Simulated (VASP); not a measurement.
# ScIn3SbP (P-6m2) in VASP: a series of runs

ScIn3SbP is run at these levels: PBE; tasks: single point, relaxation of cell and atoms.

Program: VASP 6.6.1. These are calculated values, not measurements. Logs are shortened: lines on timing, memory, paths and dates and some standing lists are left out, and cuts for length are marked.

## (1) The cell of the first run

Symmetry: P-6m2, No. 187, hexagonal system. The conventional cell has a = 6.147 Å, b = 6.147 Å, c = 4.611 Å, α = 90.00°, β = 90.00°, γ = 120.00°. Sc (site symmetry -6m2) has 3 Sb at 3.55 Å and 3 P at 3.55 Å and 12 In at 3.84 Å and 2 Sc at 4.61 Å within 4.7 Å. Within 3.9 Å of In (site symmetry mm2) lie 2 Sb at 2.91 Å and 2 P at 2.91 Å and 4 In at 3.06 to 3.08 Å and 4 Sc at 3.84 Å. Within 3.8 Å of Sb (site symmetry -6m2) lie 6 In at 2.91 Å and 3 P at 3.55 Å and 3 Sc at 3.55 Å. P (site symmetry -6m2) has 6 In at 2.91 Å and 3 Sb at 3.55 Å and 3 Sc at 3.55 Å within 3.8 Å.

The cell was generated, and may not be a known phase.

## (2) Single point, PBE

The input, INCAR:

```
  PREC = Accurate
  ENCUT = 520
  EDIFF = 1E-7
  ISMEAR = 0
  SIGMA = 0.1
  LREAL = F
  LASPH = T
  NELM = 60
  ALGO = Normal
  ISIF = 2
  LWAVE = F
  LCHARG = F
  GGA = PE
  NBANDS = 39
```

The input, KPOINTS:

```
regular mesh
0
Gamma
  3 3 4
```

The input, POSCAR:

```
ScIn3SbP
1.0
    6.1468197900      0.0000000000      0.0000000000
   -3.0734099000      5.3233020900      0.0000000000
    0.0000000000      0.0000000000      4.6107928500
Sc In Sb P
1 3 1 1
Direct
    0.0000000000      0.0000000000      0.0000000000
    0.5005080000      0.0010160000      0.5000000000
    0.9989840000      0.4994920000      0.5000000000
    0.5005080000      0.4994920000      0.5000000000
    0.6666666700      0.3333333300      0.0000000000
    0.3333333300      0.6666666700      0.0000000000
```

Potentials or basis: VASP PAW PBE potentials, release 64 (Sc_sv, In_d, Sb, P).

Command:

```bash
$ cat potpaw_PBE.64/Sc_sv/POTCAR potpaw_PBE.64/In_d/POTCAR potpaw_PBE.64/Sb/POTCAR potpaw_PBE.64/P/POTCAR > POTCAR
$ mpirun -np 1 vasp_std > vasp.out
```

OUTCAR:

```text
PREC = Accurate
   ENCUT = 520
   EDIFF = 1E-7
   ISMEAR = 0
   LREAL = F
   LASPH = T
   NELM = 60
   ISIF = 2
   GGA = PE

 ion  position               nearest neighbor table
   1  0.000  0.000  0.000-   5 3.55   5 3.55   5 3.55
   2  0.501  0.001  0.500-   5 2.91   5 2.91   6 2.91   6 2.91   3 3.06   4 3.06   3 3.08   4 3.08

   3  0.999  0.499  0.500-   5 2.91   5 2.91   6 2.91   6 2.91   2 3.06   4 3.06   2 3.08   4 3.08

   4  0.501  0.499  0.500-   5 2.91   5 2.91   6 2.91   6 2.91   3 3.06   2 3.06   3 3.08   2 3.08

   5  0.667  0.333  0.000-   3 2.91   3 2.91   2 2.91   2 2.91   4 2.91   4 2.91   1 3.55   1 3.55
                             1 3.55
   6  0.333  0.667  0.000-   3 2.91   3 2.91   2 2.91   2 2.91   4 2.91   4 2.91

  LATTYP: Found a hexagonal cell.
 ALAT       =     6.1468197900
 C/A-ratio  =     0.7501103022

  Lattice vectors:

 A1 = (   6.1468197900,   0.0000000000,   0.0000000000)
 A2 = (  -3.0734099000,   5.3233020900,   0.0000000000)
 A3 = (   0.0000000000,   0.0000000000,   4.6107928500)

Analysis of symmetry for initial positions (statically):
=====================================================================
 Subroutine PRICEL returns:
 Original cell was already a primitive cell.

 Routine SETGRP: Setting up the symmetry group for a
 hexagonal supercell.

 Subroutine GETGRP returns: Found 12 space group operations
 (whereof 12 operations were pure point group operations)
 out of a pool of 24 trial point group operations.

The static configuration has the point symmetry D_3h.

Analysis of symmetry for dynamics (positions and initial velocities):
=====================================================================
 Subroutine PRICEL returns:
 Original cell was already a primitive cell.

 Routine SETGRP: Setting up the symmetry group for a
 hexagonal supercell.

 Subroutine GETGRP returns: Found 12 space group operations
 (whereof 12 operations were pure point group operations)
 out of a pool of 24 trial point group operations.

The dynamic configuration has the point symmetry D_3h.

 Subroutine INISYM returns: Found 12 space group operations
 (whereof 12 operations are pure point group operations),
 and found     1 'primitive' translations

[... 86 lines left out ...]
   EDIFF  = 0.1E-06   stopping-criterion for ELM
   LREAL  =      F    real-space projection
   EDIFFG = 0.1E-05   stopping-criterion for IOM
   NSW    =      0    number of steps for IOM
   IBRION =     -1    ionic relax: 0-MD 1-quasi-New 2-CG
   NFREE  =      0    steps in history (QN), initial steepest desc. (CG)
   ISIF   =      2    stress and relaxation
   ISYM   =      2    0-nonsym 1-usesym 2-fastsym
   POTIM  = 0.5000    time-step for ionic-motion
   TEBEG  =    0.0;   TEEND  =   0.0 temperature during run
   PSTRESS=    0.0 pullay stress
   NELECT =      60.0000    total number of electrons
   NUPDOWN=      -1.0000    fix difference up-down
   EMIN   =  10.00;   EMAX   =-10.00  energy-range for DOS
   EFERMI =   0.00;   METHOD = LEGACY
   ISMEAR =     0;   SIGMA  =   0.10  broadening in eV -4-tet -1-fermi 0-gaus
   EFERMI_NEDOS =   21; number of points for ismear=-14 and -15
   IALGO  =     38    algorithm
   IMIX   =      4    mixing-type and parameters
     AMIX     =   0.40;   BMIX     =  1.00
     AMIX_MAG =   1.60;   BMIX_MAG =  1.00
  volume/ion in A,a.u.               =      25.15       169.69
  Fermi-wavevector in a.u.,A,eV,Ry     =   1.203898  2.275036 19.719865  1.449369
  Thomas-Fermi vector in A             =   2.339638
   LORBIT       =      0    0 simple, 1 ext, 2 COOP (PROOUT), +10 PAW based schemes
   GGA     = PE    functional components
   LHFCALC =     F    Hartree Fock is set to
   AEXX    =    0.0000 exact exchange contribution
   IVDW    =     0    specifies the selected vdW correction
   LEPSILON=     F    determine dielectric tensor
   LRPA    =     F    only Hartree local field effects (RPA)
 non-spin polarized calculation
 Gauss-broadening in eV      SIGMA  =   0.10
  energy-cutoff  :      520.00
  volume of cell :      150.87
 maximum number of plane-waves:      4109
 NGX is ok and might be reduce to    48
   NGX = 23   NGY = 23   NGZ = 17

 number of electron      59.9999984 magnetization

 Free energy of the ion-electron system (eV)
  ---------------------------------------------------
  ext. energy  EPLUGINS =         0.00000000
  ---------------------------------------------------
  free energy    TOTEN  =       -21.51781460 eV

  energy without entropy =      -21.48944713  energy(sigma->0) =      -21.50363087

 E-fermi :   7.0963     XC(G=0): -10.0271

 val. band max:        7.0839527552   @ k =   0.3333   0.3333   0.0000
 cond. band min:       7.1587773846   @ k =   0.3333   0.3333   0.2500
 fundamental gap:      0.0748246294
 Fermi energy:         7.0963386942

 k-point     1 :       0.0000    0.0000    0.0000
  band No.  band energies     occupation
      1     -44.0671      2.00000
      2     -22.6802      2.00000
      3     -22.6802      2.00000
      4     -22.5870      2.00000
      5      -8.1301      2.00000
      6      -7.9945      2.00000
[... 367 lines left out ...]
     38      10.3086      0.00000
     39      11.4187      0.00000

------------------------ aborting loop because EDIFF is reached ----------------------------------------

  FORCE on cell =-STRESS in cart. coord.  units (eV):
  Direction    XX          YY          ZZ          XY          YZ          ZX
  --------------------------------------------------------------------------------------
  -------------------------------------------------------------------------------------
  Total        1.2559447      1.2559447      7.4353548     -0.0000000      0.0000000      0.0000000
  in kB       13.3374830     13.3374830     78.9596241     -0.0000000      0.0000000      0.0000000
  external PRESSURE =      35.2115300 kB  Pullay stress =       0.0000000 kB

 VOLUME and BASIS-vectors are now :
 -----------------------------------------------------------------------------
  energy-cutoff  :      520.00
  volume of cell :      150.87
      direct lattice vectors                 reciprocal lattice vectors
     6.146819790  0.000000000  0.000000000     0.162685752  0.093926663  0.000000000
    -3.073409900  5.323302090  0.000000000     0.000000000  0.187853325  0.000000000
     0.000000000  0.000000000  4.610792850     0.000000000  0.000000000  0.216882439

 POSITION                                       TOTAL-FORCE (eV/Angst)
 -----------------------------------------------------------------------------------
      0.00000      0.00000      0.00000         0.000000     -0.000000      0.000000
      3.07341      0.00541      2.30540         0.000000     -1.269096      0.000000
      4.60543      2.65895      2.30540         1.099070      0.634548     -0.000000
      1.54139      2.65895      2.30540        -1.099070      0.634548     -0.000000
      3.07341      1.77443      0.00000         0.000000      0.000000      0.000000
     -0.00000      3.54887      0.00000         0.000000      0.000000      0.000000
 -----------------------------------------------------------------------------------
    total drift:                                0.000003     -0.000002      0.000000

  FREE ENERGIE OF THE ION-ELECTRON SYSTEM (eV)
  ---------------------------------------------------
  free  energy   TOTEN  =       -21.5178146042 eV

  energy  without entropy=      -21.4894471285  energy(sigma->0) =      -21.50363087
```

stdout:

```text
POSCAR found type information on POSCAR ScInSbP
 POSCAR found :  4 types and       6 ions
 scaLAPACK will be used
 LDA part: xc-table for (Slater+PW92), standard interpolation
 POSCAR, INCAR and KPOINTS ok, starting setup
 FFT: planning ... GRIDC
 FFT: planning ... GRID_SOFT
 FFT: planning ... GRID
 WAVECAR not read
 entering main loop
```

It took 60 s on 1 thread of Intel Xeon 6975P-C (Granite Rapids), shared host; peak memory 0.29 GiB.

What came out:

```yaml
Free_energy: -21.5178 eV
Pressure: 3.5 GPa
Largest_force: 1.269 eV/Å
Band_gap_on_the_k_mesh: zero (bands 30 and 31 overlap by 1.61 eV)
```

Forces on the atoms (eV/Å):
```
Sc   0.000  0.000  0.000
In   0.000 -1.269  0.000
In   1.099  0.635  0.000
In  -1.099  0.635  0.000
Sb   0.000  0.000  0.000
P    0.000  0.000  0.000
```

Caveat: the k points lie up to 0.39 Å⁻¹ apart, too coarse for converged energies and pressures of a metal; spin-orbit coupling is left out, which moves the levels of the heavy elements; forces of over 1 eV/Å act on the atoms, so gaps and moduli don't describe the material at rest.

## (3) Single point, PBE

This run uses another cell than the first one, of 25.94 Å³/atom.

The input, INCAR:

```
PREC = Accurate
ENCUT = 520
EDIFF = 1E-6
ISMEAR = 0
SIGMA = 0.1
LREAL = F
LASPH = T
NELM = 100
ALGO = Normal
ISIF = 2
LWAVE = F
LCHARG = T
GGA = PE
LELF = T
LVHAR = T
NBANDS = 39
```

KPOINTS is that of step 2.

The input, POSCAR:

```
ScIn3SbP
1.0
    5.7331055226      0.0000000027      0.0000000000
   -2.8665527636      4.9650150238      0.0000000000
    0.0000000000      0.0000000000      5.4673152530
Sc In Sb P
1 3 1 1
Direct
    0.0000000000      0.0000000000      0.0000000000
    0.4983340756     -0.0033318488      0.5000000000
    1.0033318488      0.5016659244      0.5000000000
    0.4983340756      0.5016659244      0.5000000000
    0.6666666667      0.3333333333      0.0000000000
    0.3333333333      0.6666666667      0.0000000000
```

Potentials or basis: VASP PAW PBE potentials, release 64 (Sc_sv, In_d, Sb, P).

Command:

```bash
$ cat potpaw_PBE.64/Sc_sv/POTCAR potpaw_PBE.64/In_d/POTCAR potpaw_PBE.64/Sb/POTCAR potpaw_PBE.64/P/POTCAR > POTCAR
$ mpirun -np 1 vasp_std > vasp.out
```

It took 66 s on 1 thread of Intel Xeon 6975P-C (Granite Rapids), shared host; peak memory 0.32 GiB.

Results (log left out):

```yaml
Free_energy: -22.3005 eV
Pressure: 0.0 GPa
Band_gap_on_the_k_mesh: zero (bands 30 and 31 overlap by 1.24 eV)
```

Levels at points of the mesh, in eV from the Fermi level:
```tsv
k point	band 26	band 27	band 28	band 29	band 30	band 31	band 32	band 33	band 34	band 35
(0.00, 0.00, 0.00)	-2.13	-2.04	-2.04	-0.59	-0.04	-0.04	0.29	0.62	0.62	1.44
(0.00, 0.00, 0.50)	-2.18	-2.18	-1.40	-1.40	-0.59	-0.59	0.02	0.35	1.56	1.69
```

Caveat: the k points lie up to 0.42 Å⁻¹ apart, too coarse for converged energies and pressures of a metal; spin-orbit coupling is left out, which moves the levels of the heavy elements.

## (4) Single point, PBE

This run uses another cell than the first one, of 25.94 Å³/atom.

The input, INCAR:

```
ALGO = Normal
EDIFF = 1E-6
ENCUT = 520
GGA = PE
ISIF = 2
ISMEAR = 0
LASPH = T
LCHARG = F
LREAL = F
LWAVE = F
NBANDS = 39
NELM = 100
PREC = Accurate
SIGMA = 0.1
```

The input, KPOINTS:

```
k-points
0
Gamma
  6 6 4
```

The input, POSCAR:

```
ScIn3SbP
1.0
    5.7331055226      0.0000000000      0.0000000000
   -2.8665527613      4.9650150251      0.0000000000
    0.0000000000      0.0000000000      5.4673152530
Sc In Sb P
1 3 1 1
Direct
    0.0000000000      0.0000000000      0.0000000000
    0.4983340756      0.9966681512      0.5000000000
    0.0033318488      0.5016659244      0.5000000000
    0.4983340756      0.5016659244      0.5000000000
    0.6666666667      0.3333333333      0.0000000000
    0.3333333333      0.6666666667      0.0000000000
```

Command:

```bash
$ cat potpaw_PBE.64/Sc_sv/POTCAR potpaw_PBE.64/In_d/POTCAR potpaw_PBE.64/Sb/POTCAR potpaw_PBE.64/P/POTCAR > POTCAR
$ mpirun -np 1 vasp_std > vasp.out
```

Wall time 2.1 min (1 thread of Intel Xeon 6975P-C (Granite Rapids), shared host); peak memory 0.37 GiB.

It converged, with:

```yaml
Free_energy: -22.1562 eV
Pressure: 0.2 GPa
Largest_force: 0.009 eV/Å
Band_gap_on_the_k_mesh: zero (bands 30 and 31 overlap by 1.30 eV)
```

Forces on the atoms (eV/Å):
```
Sc   0.000  0.000  0.000
In   0.000  0.009  0.000
In  -0.008 -0.005  0.000
In   0.008 -0.005  0.000
Sb   0.000  0.000  0.000
P    0.000  0.000  0.000
```

Stress tensor (GPa, compression positive):
```
0.21 0.00 0.00
0.00 0.21 0.00
0.00 0.00 0.10
```

Levels at points of the mesh, in eV from the Fermi level:
```
           k point  band 26  band 27  band 28  band 29  band 30  band 31  band 32  band 33  band 34  band 35
(0.00, 0.00, 0.00)    -2.17    -2.14    -2.14    -0.69    -0.13    -0.13     0.22     0.48     0.48     1.32
(0.50, 0.00, 0.00)    -3.49    -2.61    -1.01    -0.88    -0.54    -0.17     0.07     0.88     1.00     1.68
(0.00, 0.00, 0.50)    -2.21    -2.21    -1.45    -1.45    -0.77    -0.77    -0.06     0.25     1.42     1.57
(0.50, 0.00, 0.50)    -3.26    -2.57    -0.45    -0.20     0.46     0.54     0.83     0.90     0.94     1.96
```

Caveat: spin-orbit coupling is left out, which moves the levels of the heavy elements.

[end of part 1 of 3]

The gap in the log of VASP goes by the Fermi energy; the results here count the filled bands.